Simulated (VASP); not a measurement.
# Te2Mo (P2_1/m) in VASP: settings compared

Aim: see how the results for Te2Mo move with the level of theory and the settings. Levels: PBEsol, BLYP. Tasks: single point.

Program: VASP 6.6.1. These are calculated values, not measurements. Logs are shortened: lines on timing, memory, paths and dates and some standing lists are left out, and cuts for length are marked.

### Step 1. The cell of the first run

The structure is monoclinic, space group P2_1/m (No. 11). Conventional cell: a = 6.316 Å, b = 3.433 Å, c = 13.857 Å, α = 90.00°, β = 93.96°, γ = 90.00°. Within 3.7 Å of Te (site symmetry m) lie 3 Mo at 2.78 to 2.80 Å and 6 Te at 3.43 to 3.59 Å. Within 3.5 Å of Te (site symmetry m) lie 3 Mo at 2.69 to 2.70 Å and 2 Te at 3.43 Å. Te (site symmetry m) has 3 Mo at 2.78 to 2.81 Å and 8 Te at 3.43 to 3.68 Å within 3.7 Å. Within 3.5 Å of Te (site symmetry m) lie 3 Mo at 2.69 to 2.70 Å and 2 Te at 3.43 Å. Mo (site symmetry m) has 6 Te at 2.69 to 2.81 Å and 4 Mo at 2.86 to 3.43 Å within 3.5 Å. Mo (site symmetry m) has 6 Te at 2.69 to 2.80 Å and 4 Mo at 2.86 to 3.43 Å within 3.5 Å.

### Step 2. Single point, PBEsol

File INCAR:

```
PREC = Accurate ; ENCUT = 520
EDIFF = 1E-7 ; ISMEAR = -1
SIGMA = 0.05 ; LREAL = F
LASPH = T ; NELM = 100
ALGO = Normal ; ISIF = 2
LWAVE = F ; LCHARG = F
GGA = PS ; NBANDS = 64
```

File KPOINTS:

```
Automatic mesh
0
Gamma
  3 6 2
```

File POSCAR:

```
Te2Mo
1.0
    6.3156187915      0.0000000000     -0.0026824066
    0.0000000000      3.4328656134      0.0000000000
   -0.9505032802      0.0000000000     13.8248496479
Te Mo
8 4
Direct
    0.9465030125      0.7500000000      0.6039087409
    0.0534969875      0.2500000000      0.3960912591
    0.9010260756      0.2500000000      0.8512018916
    0.0989739244      0.7500000000      0.1487981084
    0.4131991916      0.7500000000      0.8963990104
    0.5868008084      0.2500000000      0.1036009896
    0.4424462757      0.2500000000      0.6484271864
    0.5575537243      0.7500000000      0.3515728136
    0.8184142713      0.7500000000      0.9930613705
    0.1815857287      0.2500000000      0.0069386295
    0.6800106573      0.2500000000      0.4937879560
    0.3199893427      0.7500000000      0.5062120440
```

Potentials or basis: VASP PAW PBE potentials, release 64 (Te, Mo_sv).

Started as:

```bash
$ cat potpaw_PBE.64/Te/POTCAR potpaw_PBE.64/Mo_sv/POTCAR > POTCAR
$ mpirun -np 1 vasp_std > vasp.out
```

OUTCAR:

```text
PREC = Accurate
   ENCUT = 520
   EDIFF = 1E-7
   ISMEAR = -1
   LREAL = F
   LASPH = T
   NELM = 100
   ISIF = 2
   GGA = PS

 ion  position               nearest neighbor table
   1  0.947  0.750  0.604-  11 2.78  11 2.78  12 2.80   2 3.46   2 3.46   7 3.59   7 3.59
   2  0.053  0.250  0.396-  12 2.78  12 2.78  11 2.80   1 3.46   1 3.46   8 3.59   8 3.59
   3  0.901  0.250  0.851-   9 2.69   9 2.69  10 2.70   5 3.62   5 3.62   5 3.68   5 3.68
   4  0.099  0.750  0.149-  10 2.69  10 2.69   9 2.70   6 3.62   6 3.62   6 3.68   6 3.68
   5  0.413  0.750  0.896-  10 2.78  10 2.78   9 2.81   6 3.46   6 3.46   3 3.62   3 3.62   3 3.68
                             3 3.68
   6  0.587  0.250  0.104-   9 2.78   9 2.78  10 2.81   5 3.46   5 3.46   4 3.62   4 3.62   4 3.68
                             4 3.68
   7  0.442  0.250  0.648-  12 2.69  12 2.69  11 2.70   1 3.59   1 3.59
   8  0.558  0.750  0.352-  11 2.69  11 2.69  12 2.70   2 3.59   2 3.59
   9  0.818  0.750  0.993-   3 2.69   3 2.69   4 2.70   6 2.78   6 2.78   5 2.81  10 2.86  10 2.86

  10  0.182  0.250  0.007-   4 2.69   4 2.69   3 2.70   5 2.78   5 2.78   6 2.81   9 2.86   9 2.86

  11  0.680  0.250  0.494-   8 2.69   8 2.69   7 2.70   1 2.78   1 2.78   2 2.80  12 2.86  12 2.86

  12  0.320  0.750  0.506-   7 2.69   7 2.69   8 2.70   2 2.78   2 2.78   1 2.80  11 2.86  11 2.86

  LATTYP: Found a simple monoclinic cell.
 ALAT       =     6.3156193611
 B/A-ratio  =     0.5435516957
 C/A-ratio  =     2.1941610831
 COS(beta)  =    -0.0690150400

  Lattice vectors:

 A1 = (   6.3156187915,   0.0000000000,  -0.0026824066)
 A2 = (   0.0000000000,   3.4328656134,   0.0000000000)
 A3 = (  -0.9505032802,   0.0000000000,  13.8248496479)

Analysis of symmetry for initial positions (statically):
=====================================================================
 Subroutine PRICEL returns:
 Original cell was already a primitive cell.

 Routine SETGRP: Setting up the symmetry group for a
 simple monoclinic supercell.

 Subroutine GETGRP returns: Found  4 space group operations
 (whereof  2 operations were pure point group operations)
 out of a pool of  4 trial point group operations.

The static configuration has the point symmetry S_2 .
 The point group associated with its full space group is C_2h.

Analysis of symmetry for dynamics (positions and initial velocities):
=====================================================================
 Subroutine PRICEL returns:
 Original cell was already a primitive cell.

 Routine SETGRP: Setting up the symmetry group for a
 simple monoclinic supercell.

 Subroutine GETGRP returns: Found  4 space group operations
 (whereof  2 operations were pure point group operations)
 out of a pool of  4 trial point group operations.

The dynamic configuration has the point symmetry S_2 .
 The point group associated with its full space group is C_2h.

 Subroutine INISYM returns: Found  4 space group operations
 (whereof  2 operations are pure point group operations),
 and found     1 'primitive' translations

----------------------------------------------------------------------------------------

                                     Primitive cell

  volume of cell :     299.7233

  direct lattice vectors                    reciprocal lattice vectors
     6.315618792  0.000000000 -0.002682407     0.158342236  0.000000000  0.010886543
     0.000000000  3.432865613  0.000000000     0.000000000  0.291301820  0.000000000
    -0.950503280  0.000000000 13.824849648     0.000030723  0.000000000  0.072335630

  length of vectors
     6.315619361  3.432865613 13.857486218     0.158716038  0.291301820  0.072335636

  position of ions in fractional coordinates (direct lattice)
     0.946503013  0.750000000  0.603908741
     0.053496987  0.250000000  0.396091259
     0.901026076  0.250000000  0.851201892
     0.098973924  0.750000000  0.148798108
     0.413199192  0.750000000  0.896399010
     0.586800808  0.250000000  0.103600990
     0.442446276  0.250000000  0.648427186
     0.557553724  0.750000000  0.351572814
     0.818414271  0.750000000  0.993061371
     0.181585729  0.250000000  0.006938629
     0.680010657  0.250000000  0.493787956
     0.319989343  0.750000000  0.506212044

  ion indices of the primitive-cell ions
   primitive index   ion index
                 1           1
                 2           2
                 3           3
                 4           4
                 5           5
                 6           6
                 7           7
                 8           8
                 9           9
                10          10
                11          11
                12          12

----------------------------------------------------------------------------------------

 KPOINTS: Automatic mesh

Automatic generation of k-mesh.
 Grid dimensions read from file:
 generate k-points for:    3    6    2

 Generating k-lattice:

  Cartesian coordinates                     Fractional coordinates (reciprocal lattice)
     0.052780745  0.000000000  0.003628848     0.333333333  0.000000000  0.000000000
     0.000000000  0.048550303  0.000000000     0.000000000  0.166666667  0.000000000
     0.000015361  0.000000000  0.036167815     0.000000000  0.000000000  0.500000000

  Length of vectors
     0.052905346  0.048550303  0.036167818

  Shift w.r.t. Gamma in fractional coordinates (k-lattice)
     0.000000000  0.000000000  0.000000000

 Subroutine IBZKPT returns following result:
 ===========================================

 Found     16 irreducible k-points:

 Following reciprocal coordinates:
            Coordinates               Weight
  0.000000  0.000000  0.000000      1.000000
  0.333333  0.000000 -0.000000      2.000000
  0.000000  0.166667  0.000000      2.000000
  0.333333  0.166667 -0.000000      4.000000
  0.000000  0.333333  0.000000      2.000000
  0.333333  0.333333 -0.000000      4.000000
[... 8 lines left out ...]
 -0.000000  0.500000  0.500000      1.000000
  0.333333  0.500000  0.500000      2.000000
   k-points           NKPTS =     16   k-points in BZ     NKDIM =     16   number of bands    NBANDS=     64
   number of dos      NEDOS =    301   number of ions     NIONS =     12
   total plane-waves  NPLWV = 145152
   dimension x,y,z NGX =    48 NGY =   28 NGZ =  108
   dimension x,y,z NGXF=    96 NGYF=   56 NGZF=  216
   ions per type =               8   4
   NGX,Y,Z   is equivalent  to a cutoff of  12.64, 13.56, 12.96 a.u.
   NGXF,Y,Z  is equivalent  to a cutoff of  25.27, 27.12, 25.91 a.u.
 SYSTEM =  unknown system
   PREC   = accura    normal or accurate (medium, high low for compatibility)
   ISTART =      0    job   : 0-new  1-cont  2-samecut
   ICHARG =      2    charge: 1-file 2-atom 10-const
   ISPIN  =      1    spin polarized calculation?
   LNONCOLLINEAR =      F non collinear calculations
   LSORBIT =      F    spin-orbit coupling
   LASPH  =      T    aspherical Exc in radial PAW
   ENCUT  =  520.0 eV  38.22 Ry    6.18 a.u.  11.74  6.38 25.77*2*pi/ulx,y,z
   NELM   =    100;   NELMIN=  2; NELMDL= -5     # of ELM steps
   EDIFF  = 0.1E-06   stopping-criterion for ELM
   LREAL  =      F    real-space projection
   EDIFFG = 0.1E-05   stopping-criterion for IOM
   NSW    =      0    number of steps for IOM
   IBRION =     -1    ionic relax: 0-MD 1-quasi-New 2-CG
   NFREE  =      0    steps in history (QN), initial steepest desc. (CG)
   ISIF   =      2    stress and relaxation
   ISYM   =      2    0-nonsym 1-usesym 2-fastsym
   POTIM  = 0.5000    time-step for ionic-motion
   TEBEG  =    0.0;   TEEND  =   0.0 temperature during run
   PSTRESS=    0.0 pullay stress
   NELECT =     104.0000    total number of electrons
   NUPDOWN=      -1.0000    fix difference up-down
   EMIN   =  10.00;   EMAX   =-10.00  energy-range for DOS
   EFERMI =   0.00;   METHOD = LEGACY
   ISMEAR =    -1;   SIGMA  =   0.05  broadening in eV -4-tet -1-fermi 0-gaus
   EFERMI_NEDOS =   21; number of points for ismear=-14 and -15
   IALGO  =     38    algorithm
   IMIX   =      4    mixing-type and parameters
     AMIX     =   0.40;   BMIX     =  1.00
     AMIX_MAG =   1.60;   BMIX_MAG =  1.00
  volume/ion in A,a.u.               =      24.98       168.55
  Fermi-wavevector in a.u.,A,eV,Ry     =   1.150392  2.173925 18.005969  1.323401
  Thomas-Fermi vector in A             =   2.287056
   LORBIT       =      0    0 simple, 1 ext, 2 COOP (PROOUT), +10 PAW based schemes
   GGA     = PS    functional components
   LHFCALC =     F    Hartree Fock is set to
   AEXX    =    0.0000 exact exchange contribution
   IVDW    =     0    specifies the selected vdW correction
   LEPSILON=     F    determine dielectric tensor
   LRPA    =     F    only Hartree local field effects (RPA)
 non-spin polarized calculation
  energy-cutoff  :      520.00
  volume of cell :      299.72
 maximum number of plane-waves:      8119
 NGX is ok and might be reduce to    48
   NGX = 23   NGY = 13   NGZ = 51

 number of electron     103.9999999 magnetization

 Free energy of the ion-electron system (eV)
  ---------------------------------------------------
  ext. energy  EPLUGINS =         0.00000000
  ---------------------------------------------------
  free energy    TOTEN  =       -78.59854840 eV

  energy without entropy =      -78.56290312  energy(sigma->0) =      -78.58072576

 E-fermi :   8.2816     XC(G=0): -10.5609

 val. band max:        8.2608807260   @ k =   0.0000   0.0000   0.0000
 cond. band min:       8.3033302535   @ k =  -0.0000   0.1667   0.5000
 fundamental gap:      0.0424495275
 Fermi energy:         8.2816484519

 k-point     1 :       0.0000    0.0000    0.0000
  band No.  band energies     occupation
      1     -52.7019      2.00000
      2     -52.6830      2.00000
      3     -52.6354      2.00000
      4     -52.6157      2.00000
      5     -27.0064      2.00000
      6     -26.9912      2.00000
[... 1061 lines left out ...]
     63      10.6655      0.00000
     64      10.6655      0.00000

------------------------ aborting loop because EDIFF is reached ----------------------------------------

  FORCE on cell =-STRESS in cart. coord.  units (eV):
  Direction    XX          YY          ZZ          XY          YZ          ZX
  --------------------------------------------------------------------------------------
  -------------------------------------------------------------------------------------
  Total        0.2379361      0.1805213      0.2240579      0.0000000      0.0000000     -0.0133817
  in kB        1.2718925      0.9649809      1.1977067      0.0000000      0.0000000     -0.0715324
  external PRESSURE =       1.1448600 kB  Pullay stress =       0.0000000 kB

 VOLUME and BASIS-vectors are now :
 -----------------------------------------------------------------------------
  energy-cutoff  :      520.00
  volume of cell :      299.72
      direct lattice vectors                 reciprocal lattice vectors
     6.315618792  0.000000000 -0.002682407     0.158342236  0.000000000  0.010886543
     0.000000000  3.432865613  0.000000000     0.000000000  0.291301820  0.000000000
    -0.950503280  0.000000000 13.824849648     0.000030723  0.000000000  0.072335630

 POSITION                                       TOTAL-FORCE (eV/Angst)
 -----------------------------------------------------------------------------------
      5.40373      2.57465      8.34641        -0.002502      0.000000      0.021062
     -0.03862      0.85822      5.47576         0.002502      0.000000     -0.021062
      4.88147      0.85822     11.76532        -0.002081      0.000000     -0.020731
      0.48365      2.57465      2.05685         0.002081     -0.000000      0.020731
      1.75758      2.57465     12.39147        -0.001452      0.000000     -0.023391
      3.60754      0.85822      1.43069         0.001452      0.000000      0.023391
      2.17799      0.85822      8.96322        -0.000865     -0.000000      0.021832
      3.18713      2.57465      4.85895         0.000865      0.000000     -0.021832
      4.22488      2.57465     13.72673        -0.001830      0.000000      0.001740
      1.14023      0.85822      0.09544         0.001830     -0.000000     -0.001740
      3.82534      0.85822      6.82472         0.008489      0.000000      0.010834
      1.53977      2.57465      6.99745        -0.008489     -0.000000     -0.010834
 -----------------------------------------------------------------------------------
    total drift:                                0.000000      0.000000     -0.000000

  FREE ENERGIE OF THE ION-ELECTRON SYSTEM (eV)
  ---------------------------------------------------
  free  energy   TOTEN  =       -78.5985484001 eV

  energy  without entropy=      -78.5629031175  energy(sigma->0) =      -78.58072576
```

Run time: 11 min. Hardware: 1 thread of Intel Xeon Platinum 8259CL at 2.50GHz (Skylake/Cascade Lake), shared host; peak memory 0.5 GiB.

Results:

```yaml
Free_energy: -78.5985 eV
Pressure: 0.1 GPa
Largest_force: 0.023 eV/Å
Band_gap_on_the_k_mesh: zero (band 52 reaches 8.50 eV, above the bottom of band 53 at 8.23 eV)
```

Forces in eV/Å, atoms in the order of the input:
```
Te  -0.003  0.000  0.021
Te   0.003  0.000 -0.021
Te  -0.002  0.000 -0.021
Te   0.002  0.000  0.021
Te  -0.001  0.000 -0.023
Te   0.001  0.000  0.023
Te  -0.001  0.000  0.022
Te   0.001  0.000 -0.022
Mo  -0.002  0.000  0.002
Mo   0.002  0.000 -0.002
Mo   0.008  0.000  0.011
Mo  -0.008  0.000 -0.011
```

Levels at points of the mesh, in eV from the Fermi level:
```tsv
k point	band 50	band 51	band 52	band 53	band 54	band 55
(0.00, 0.00, 0.00)	-0.02	0.09	0.22	0.44	0.70	0.99
(0.00, 0.50, 0.00)	-1.60	-1.48	-1.48	1.00	1.00	1.16
(0.00, 0.00, 0.50)	-0.04	0.08	0.09	0.45	0.57	1.01
(0.00, 0.50, 0.50)	-1.61	-1.55	-1.55	0.99	0.99	1.17
```

Caveat: the PAW data sets were made with another functional, which shifts forces and pressure a little; spin-orbit coupling is left out, which moves the levels of the heavy elements.

[end of part 1 of 2]
